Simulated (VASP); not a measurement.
# TiO2 (I4_1/amd) in VASP: notebook

TiO2 is run at these levels: PBE+U; tasks: single point.

All numbers are computed with VASP 6.6.1; they aren't measurements. Logs are shortened: lines on timing, memory, paths and dates and some standing lists are left out, and cuts for length are marked.

### Step 1. The cell of the first run

Symmetry: I4_1/amd, No. 141, tetragonal system. The conventional cell has a = 3.881 Å, b = 3.881 Å, c = 10.562 Å, α = 90.00°, β = 90.00°, γ = 90.00°. Ti (site symmetry -4m2) has 6 O at 2.00 to 2.17 Å within 2.6 Å. Within 2.6 Å of O (site symmetry 2mm) lie 3 Ti at 2.00 to 2.17 Å and 2 O at 2.58 Å.

### Step 2. Single point, PBE+U

INCAR

```
SYSTEM = TiO2
ALGO = Normal
EDIFF = 1E-7
ENCUT = 520
GGA = PE
ISIF = 2
ISMEAR = 0
LASPH = .TRUE.
LCHARG = .FALSE.
LDAU = .TRUE.
LDAUJ = 0 0
LDAUL = 2 -1
LDAUPRINT = 1
LDAUTYPE = 2
LDAUU = 4 0
LMAXMIX = 4
LREAL = .FALSE.
LWAVE = .FALSE.
NBANDS = 33
NELM = 150
PREC = Accurate
SIGMA = 0.05
```

KPOINTS

```
k-points
0
G
  8 8 8
  0 0 0
```

POSCAR

```
TiO2
1.0
   -1.9404500000      1.9404500000      5.2811000000
    1.9404500000     -1.9404500000      5.2811000000
    1.9404500000      1.9404500000     -5.2811000000
Ti O
2 4
Direct
    0.0000000000      0.0000000000      0.0000000000
    0.7500000000      0.2500000000      0.5000000000
    0.2052277854      0.2052277854      0.0000000000
    0.9552277854      0.4552277854      0.5000000000
    0.5447722146      0.0447722146      0.5000000000
    0.7947722146      0.7947722146      0.0000000000
```

Potentials or basis: VASP PAW PBE potentials, release 64 (Ti_sv, O).

The run is started by

```sh
cat potpaw_PBE.64/Ti_sv/POTCAR potpaw_PBE.64/O/POTCAR > POTCAR
mpirun -np 1 vasp_std > vasp.out
```

OUTCAR:

```text
SYSTEM = TiO2
   EDIFF = 1E-7
   ENCUT = 520
   GGA = PE
   ISIF = 2
   ISMEAR = 0
   LASPH = .TRUE.
   LREAL = .FALSE.
   NELM = 150
   PREC = Accurate

 ion  position               nearest neighbor table
   1  0.000  0.000  0.000-   5 2.00   4 2.00   5 2.00   4 2.00   3 2.17   6 2.17
   2  0.750  0.250  0.500-   6 2.00   3 2.00   6 2.00   3 2.00   4 2.17   5 2.17
   3  0.205  0.205  0.000-   2 2.00   2 2.00   1 2.17
   4  0.955  0.455  0.500-   1 2.00   1 2.00   2 2.17
   5  0.545  0.045  0.500-   1 2.00   1 2.00   2 2.17
   6  0.795  0.795  0.000-   2 2.00   2 2.00   1 2.17

  LATTYP: Found a body centered tetragonal cell.
 ALAT       =     3.8809000000
 C/A-ratio  =     2.7215851993

  Lattice vectors:

 A1 = (  -1.9404500000,   1.9404500000,   5.2811000000)
 A2 = (   1.9404500000,  -1.9404500000,   5.2811000000)
 A3 = (   1.9404500000,   1.9404500000,  -5.2811000000)

Analysis of symmetry for initial positions (statically):
=====================================================================
 Subroutine PRICEL returns:
 Original cell was already a primitive cell.

 Routine SETGRP: Setting up the symmetry group for a
 body centered tetragonal supercell.

 Subroutine GETGRP returns: Found 16 space group operations
 (whereof  8 operations were pure point group operations)
 out of a pool of 16 trial point group operations.

The static configuration has the point symmetry D_2d.
 The point group associated with its full space group is D_4h.

Analysis of symmetry for dynamics (positions and initial velocities):
=====================================================================
 Subroutine PRICEL returns:
 Original cell was already a primitive cell.

 Routine SETGRP: Setting up the symmetry group for a
 body centered tetragonal supercell.

 Subroutine GETGRP returns: Found 16 space group operations
 (whereof  8 operations were pure point group operations)
 out of a pool of 16 trial point group operations.

The dynamic configuration has the point symmetry D_2d.
 The point group associated with its full space group is D_4h.

 Subroutine INISYM returns: Found 16 space group operations
 (whereof  8 operations are pure point group operations),
 and found     1 'primitive' translations

----------------------------------------------------------------------------------------

                                     Primitive cell

  volume of cell :      79.5407

  direct lattice vectors                    reciprocal lattice vectors
    -1.940450000  1.940450000  5.281100000     0.000000000  0.257672189  0.094677245
     1.940450000 -1.940450000  5.281100000     0.257672189  0.000000000  0.094677245
     1.940450000  1.940450000 -5.281100000     0.257672189  0.257672189  0.000000000

  length of vectors
     5.951530023  5.951530023  5.951530023     0.274515460  0.274515460  0.364403505

  position of ions in fractional coordinates (direct lattice)
     0.000000000  0.000000000  0.000000000
     0.750000000  0.250000000  0.500000000
     0.205227785  0.205227785  0.000000000
     0.955227785  0.455227785  0.500000000
     0.544772215  0.044772215  0.500000000
     0.794772215  0.794772215  0.000000000

  ion indices of the primitive-cell ions
   primitive index   ion index
                 1           1
                 2           2
                 3           3
[... 109 lines left out ...]
   LRPA    =     F    only Hartree local field effects (RPA)
 non-spin polarized calculation
 Gauss-broadening in eV      SIGMA  =   0.05
  energy-cutoff  :      520.00
  volume of cell :       79.54
 maximum number of plane-waves:      2163
 NGX is ok and might be reduce to    48
   NGX = 23   NGY = 23   NGZ = 23

atom =   1  type =  1  l = 2

 onsite density matrix

spin component  1

  0.1111  0.0000  0.0000 -0.0000  0.0000
  0.0000  0.0936 -0.0000 -0.0000  0.0000
  0.0000 -0.0000  0.2034 -0.0000 -0.0000
 -0.0000 -0.0000 -0.0000  0.0936  0.0000
  0.0000  0.0000 -0.0000  0.0000  0.2401

spin component  2

  0.1111  0.0000  0.0000 -0.0000  0.0000
  0.0000  0.0936 -0.0000 -0.0000  0.0000
  0.0000 -0.0000  0.2034 -0.0000 -0.0000
 -0.0000 -0.0000 -0.0000  0.0936  0.0000
  0.0000  0.0000 -0.0000  0.0000  0.2401

 occupancies and eigenvectors

  o =  0.0936  v =  0.0000 -0.5018 -0.0000 -0.8650  0.0000  0.0000  0.0000  0.0000  0.0000  0.0000      0.0000  0.0000  0.0000  0.0000  0.0000  0.0000  0.0000  0.0000  0.0000  0.0000
  o =  0.0936  v =  0.0000  0.0000  0.0000  0.0000  0.0000  0.0000 -0.5018 -0.0000 -0.8650  0.0000      0.0000  0.0000  0.0000  0.0000  0.0000  0.0000  0.0000  0.0000  0.0000  0.0000
  o =  0.0936  v =  0.0000  0.8650  0.0000 -0.5018 -0.0000  0.0000  0.0000  0.0000  0.0000  0.0000      0.0000  0.0000  0.0000  0.0000  0.0000  0.0000  0.0000  0.0000  0.0000  0.0000
  o =  0.0936  v =  0.0000  0.0000  0.0000  0.0000  0.0000  0.0000  0.8650  0.0000 -0.5018 -0.0000      0.0000  0.0000  0.0000  0.0000  0.0000  0.0000  0.0000  0.0000  0.0000  0.0000
  o =  0.1111  v =  0.0000  0.0000  0.0000  0.0000  0.0000  1.0000  0.0000  0.0000  0.0000  0.0000      0.0000  0.0000  0.0000  0.0000  0.0000  0.0000  0.0000  0.0000  0.0000  0.0000
  o =  0.1111  v =  1.0000  0.0000  0.0000  0.0000  0.0000  0.0000  0.0000  0.0000  0.0000  0.0000      0.0000  0.0000  0.0000  0.0000  0.0000  0.0000  0.0000  0.0000  0.0000  0.0000
  o =  0.2034  v =  0.0000  0.0000  0.0000  0.0000  0.0000  0.0000  0.0000 -1.0000  0.0000 -0.0000      0.0000  0.0000  0.0000  0.0000  0.0000  0.0000  0.0000  0.0000  0.0000  0.0000
  o =  0.2034  v =  0.0000  0.0000 -1.0000  0.0000 -0.0000  0.0000  0.0000  0.0000  0.0000  0.0000      0.0000  0.0000  0.0000  0.0000  0.0000  0.0000  0.0000  0.0000  0.0000  0.0000
  o =  0.2401  v =  0.0000  0.0000 -0.0000 -0.0000  1.0000  0.0000  0.0000  0.0000  0.0000  0.0000      0.0000  0.0000  0.0000  0.0000  0.0000  0.0000  0.0000  0.0000  0.0000  0.0000
  o =  0.2401  v =  0.0000  0.0000  0.0000  0.0000  0.0000  0.0000  0.0000 -0.0000 -0.0000  1.0000      0.0000  0.0000  0.0000  0.0000  0.0000  0.0000  0.0000  0.0000  0.0000  0.0000

atom =   2  type =  1  l = 2

 onsite density matrix

spin component  1

  0.1111 -0.0000  0.0000 -0.0000 -0.0000
 -0.0000  0.0936 -0.0000 -0.0000  0.0000
  0.0000 -0.0000  0.2034 -0.0000  0.0000
 -0.0000 -0.0000 -0.0000  0.0936 -0.0000
 -0.0000  0.0000  0.0000 -0.0000  0.2401

spin component  2

  0.1111 -0.0000  0.0000 -0.0000 -0.0000
 -0.0000  0.0936 -0.0000 -0.0000  0.0000
  0.0000 -0.0000  0.2034 -0.0000  0.0000
 -0.0000 -0.0000 -0.0000  0.0936 -0.0000
 -0.0000  0.0000  0.0000 -0.0000  0.2401

 occupancies and eigenvectors

  o =  0.0936  v =  0.0000 -0.5746 -0.0000 -0.8184  0.0000  0.0000  0.0000  0.0000  0.0000  0.0000      0.0000  0.0000  0.0000  0.0000  0.0000  0.0000  0.0000  0.0000  0.0000  0.0000
  o =  0.0936  v =  0.0000  0.0000  0.0000  0.0000  0.0000  0.0000 -0.5746 -0.0000 -0.8184  0.0000      0.0000  0.0000  0.0000  0.0000  0.0000  0.0000  0.0000  0.0000  0.0000  0.0000
  o =  0.0936  v =  0.0000 -0.8184  0.0000  0.5746 -0.0000  0.0000  0.0000  0.0000  0.0000  0.0000      0.0000  0.0000  0.0000  0.0000  0.0000  0.0000  0.0000  0.0000  0.0000  0.0000
  o =  0.0936  v =  0.0000  0.0000  0.0000  0.0000  0.0000  0.0000 -0.8184  0.0000  0.5746 -0.0000      0.0000  0.0000  0.0000  0.0000  0.0000  0.0000  0.0000  0.0000  0.0000  0.0000
  o =  0.1111  v =  0.0000  0.0000  0.0000  0.0000  0.0000  1.0000  0.0000  0.0000  0.0000  0.0000      0.0000  0.0000  0.0000  0.0000  0.0000  0.0000  0.0000  0.0000  0.0000  0.0000
  o =  0.1111  v =  1.0000  0.0000  0.0000  0.0000  0.0000  0.0000  0.0000  0.0000  0.0000  0.0000      0.0000  0.0000  0.0000  0.0000  0.0000  0.0000  0.0000  0.0000  0.0000  0.0000
  o =  0.2034  v =  0.0000  0.0000  0.0000  0.0000  0.0000  0.0000 -0.0000  1.0000  0.0000 -0.0000      0.0000  0.0000  0.0000  0.0000  0.0000  0.0000  0.0000  0.0000  0.0000  0.0000
  o =  0.2034  v =  0.0000 -0.0000  1.0000  0.0000 -0.0000  0.0000  0.0000  0.0000  0.0000  0.0000      0.0000  0.0000  0.0000  0.0000  0.0000  0.0000  0.0000  0.0000  0.0000  0.0000
  o =  0.2401  v =  0.0000  0.0000  0.0000  0.0000  1.0000  0.0000  0.0000  0.0000  0.0000  0.0000      0.0000  0.0000  0.0000  0.0000  0.0000  0.0000  0.0000  0.0000  0.0000  0.0000
  o =  0.2401  v =  0.0000  0.0000  0.0000  0.0000  0.0000  0.0000  0.0000  0.0000  0.0000  1.0000      0.0000  0.0000  0.0000  0.0000  0.0000  0.0000  0.0000  0.0000  0.0000  0.0000

 number of electron      47.9999997 magnetization

 Free energy of the ion-electron system (eV)
  ---------------------------------------------------
  ext. energy  EPLUGINS =         0.00000000
  ---------------------------------------------------
  free energy    TOTEN  =       -48.07956734 eV

  energy without entropy =      -48.07956734  energy(sigma->0) =      -48.07956734

 E-fermi :   2.6841     XC(G=0):  -9.9808

 val. band max:        2.4042475740   @ k =  -0.3750   0.3750   0.0000
 cond. band min:       4.7659617716   @ k =   0.0000   0.0000   0.0000
 fundamental gap:      2.3617141976
 Fermi energy:         2.6840773442

 k-point     1 :       0.0000    0.0000    0.0000
  band No.  band energies     occupation
      1     -55.6721      2.00000
      2     -55.6520      2.00000
      3     -31.9252      2.00000
      4     -31.7592      2.00000
      5     -31.7571      2.00000
      6     -31.7571      2.00000
[... 853 lines left out ...]
     32       7.4881      0.00000
     33       8.2991      0.00000

 [... further k-points ...]

------------------------ aborting loop because EDIFF is reached ----------------------------------------

  FORCE on cell =-STRESS in cart. coord.  units (eV):
  Direction    XX          YY          ZZ          XY          YZ          ZX
  --------------------------------------------------------------------------------------
  -------------------------------------------------------------------------------------
  Total       -5.5861046     -5.5861046     -9.9599511     -0.0000000     -0.0000000      0.0000000
  in kB     -112.5201620   -112.5201620   -200.6219717     -0.0000000     -0.0000000      0.0000000
  external PRESSURE =    -141.8874319 kB  Pullay stress =       0.0000000 kB

 VOLUME and BASIS-vectors are now :
 -----------------------------------------------------------------------------
  energy-cutoff  :      520.00
  volume of cell :       79.54
      direct lattice vectors                 reciprocal lattice vectors
    -1.940450000  1.940450000  5.281100000     0.000000000  0.257672189  0.094677245
     1.940450000 -1.940450000  5.281100000     0.257672189  0.000000000  0.094677245
     1.940450000  1.940450000 -5.281100000     0.257672189  0.257672189  0.000000000

 POSITION                                       TOTAL-FORCE (eV/Angst)
 -----------------------------------------------------------------------------------
      0.00000      0.00000      0.00000         0.000000      0.000000      0.000000
      0.00000      1.94045      2.64055         0.000000      0.000000      0.000000
      0.00000      0.00000      2.16766        -0.000000      0.000000     -0.662348
      0.00000      1.94045      4.80821         0.000000     -0.000000     -0.662348
      0.00000      1.94045      0.47289         0.000000     -0.000000      0.662348
      0.00000      0.00000      8.39454        -0.000000      0.000000      0.662348
 -----------------------------------------------------------------------------------
    total drift:                                0.000000      0.000000     -0.000000

  FREE ENERGIE OF THE ION-ELECTRON SYSTEM (eV)
  ---------------------------------------------------
  free  energy   TOTEN  =       -48.0795673354 eV

  energy  without entropy=      -48.0795673354  energy(sigma->0) =      -48.07956734
```

Run time: 11 min. Hardware: 1 thread of Intel Xeon 8259CL, shared host; peak memory 0.39 GiB.

Results:

```
Free energy            : -48.0796 eV
Pressure               : -14.2 GPa
Largest force          : 0.662 eV/Å
Band gap on the k mesh : 2.36 eV (least direct gap 2.67 eV)
```

Forces on the atoms (eV/Å):
```
Ti   0.000  0.000  0.000
Ti   0.000  0.000  0.000
O    0.000  0.000 -0.662
O    0.000  0.000 -0.662
O    0.000  0.000  0.662
O    0.000  0.000  0.662
```

Stress tensor (GPa, compression positive):
```
-11.25   0.00   0.00
  0.00 -11.25   0.00
  0.00   0.00 -20.06
```

Levels at points of the mesh, in eV from the valence-band top:
| k point | band 20 | band 21 | band 22 | band 23 | band 24 | band 25 | band 26 | band 27 | band 28 | band 29 |
| --- | --- | --- | --- | --- | --- | --- | --- | --- | --- | --- |
| (0.00, 0.00, 0.00) | -1.05 | -1.05 | -0.93 | -0.35 | -0.35 | 2.36 | 2.79 | 3.82 | 3.82 | 3.83 |
| (0.50, 0.00, 0.00) | -1.67 | -1.57 | -1.20 | -0.76 | -0.73 | 3.24 | 3.26 | 3.33 | 3.46 | 3.98 |
| (0.50, 0.50, 0.00) | -2.23 | -1.85 | -1.85 | -0.05 | -0.05 | 3.04 | 3.04 | 3.44 | 3.44 | 4.53 |
| (0.50, 0.50, 0.50) | -1.43 | -1.38 | -1.38 | -0.18 | -0.18 | 2.57 | 2.57 | 3.65 | 3.65 | 3.94 |

Eigenvalues of the final occupation matrices:
```tsv
site	spin	trace	eigenvalues
site 1 d	1	0.74	0.09 0.09 0.11 0.20 0.24
site 1 d	2	0.74	0.09 0.09 0.11 0.20 0.24
site 2 d	1	0.74	0.09 0.09 0.11 0.20 0.24
site 2 d	2	0.74	0.09 0.09 0.11 0.20 0.24
```

Caveat: the stress differs along the axes, from -20 to -11 GPa.

(Continued in part 2 of 2.)
